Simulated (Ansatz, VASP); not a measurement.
SnTe in VASP and in Ansatz

```xyz
2
Lattice="0.0000 3.1509 3.1509 3.1509 0.0000 3.1509 3.1509 3.1509 0.0000" Properties=species:S:1:pos:R:3 pbc="T T T"
Te    3.1510    3.2022    3.1652
Sn   -0.0421    0.0002   -0.0197
```

Change from the starting cell: atoms moved at random, drawn with an rms of 0.05 Å.

Alike in both runs: task single point; functional PBEsol; k mesh 7 × 7 × 7; occupations fermi-dirac, width 0.05 eV; no spin polarisation.

|  | VASP | Ansatz |
| --- | --- | --- |
| version | VASP 6.6.1 | Ansatz 0.2.0 |
| potentials or method | VASP PAW PBE potentials, release 64 (Te, Sn_d), cutoff 520 eV | all-electron LAPW, scalar-relativistic |

```csv
,VASP,Ansatz,Ansatz less VASP
gap on the k mesh at the Fermi level (eV),0.66,0.66,+0.001
least direct gap on the mesh (eV),0.66,0.66,+0.001
pressure (GPa),-0.3,-0.3,+0.02
rms of the force components (eV/Å),0.008,0.006,-0.0015
```

VASP's potentials were made for PBE, not for PBEsol. Atom by atom the forces differ by 0.002 eV/Å (rms over components). Ansatz ran all-electron here, and VASP with PAW potentials.

Spin-orbit coupling is off throughout.
